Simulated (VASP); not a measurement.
Runs of VASP 6.6.1 on In2GaP3. The structure is that of space group P3m1 (No. 156), or close to it. The cells are those of the table. 

```csv
level,cell,gap on the mesh (eV),pressure (GPa),largest force (eV/Å)
r2SCAN,"a = 4.029, b = 4.029, c = 9.899 Å, angles 90.0, 90.0, 120.0°, 6 atoms",1.09,2.3,0.06
PBE,"a = 4.023, b = 4.023, c = 9.885 Å, angles 90.0, 90.0, 120.0°, 6 atoms",0.73,4.6,(a)
r2SCAN,"a = 4.150, b = 4.150, c = 10.196 Å, angles 90.0, 90.0, 120.0°, 6 atoms",0.62,-3.8,0.11
PBE,"a = 4.148, b = 4.148, c = 10.191 Å, angles 90.0, 90.0, 120.0°, 6 atoms",0.27,-1.8,0.05
r2SCAN,"a = 4.111, b = 4.111, c = 10.099 Å, angles 90.0, 90.0, 120.0°, 6 atoms",0.78,-2.1,0.06
r2SCAN,"a = 4.071, b = 4.071, c = 10.000 Å, angles 90.0, 90.0, 120.0°, 6 atoms",0.94,-0.1,0.01
r2SCAN,"a = 3.987, b = 3.987, c = 9.796 Å, angles 90.0, 90.0, 120.0°, 6 atoms",1.24,5.1,0.13
PBE,"a = 4.066, b = 4.066, c = 9.990 Å, angles 90.0, 90.0, 120.0°, 6 atoms",0.57,(b),0.04
```

Alike in all rows: task single point; potentials or basis VASP PAW PBE potentials, release 64 (Ga_d, In_d, P); no spin polarisation; k mesh 6 × 6 × 2; cutoff (eV) 520; smearing gaussian 0.01 eV.

Q: Fill in the values left out.

A: (a) 0.10; (b) 2.1.

Caveats: spin-orbit coupling is left out, which moves the levels of the heavy elements; the PAW data sets were made with another functional, which shifts forces and pressure a little (some runs).

A k mesh can miss the band edges, and the runs leave out spin-orbit coupling on Ga, In.
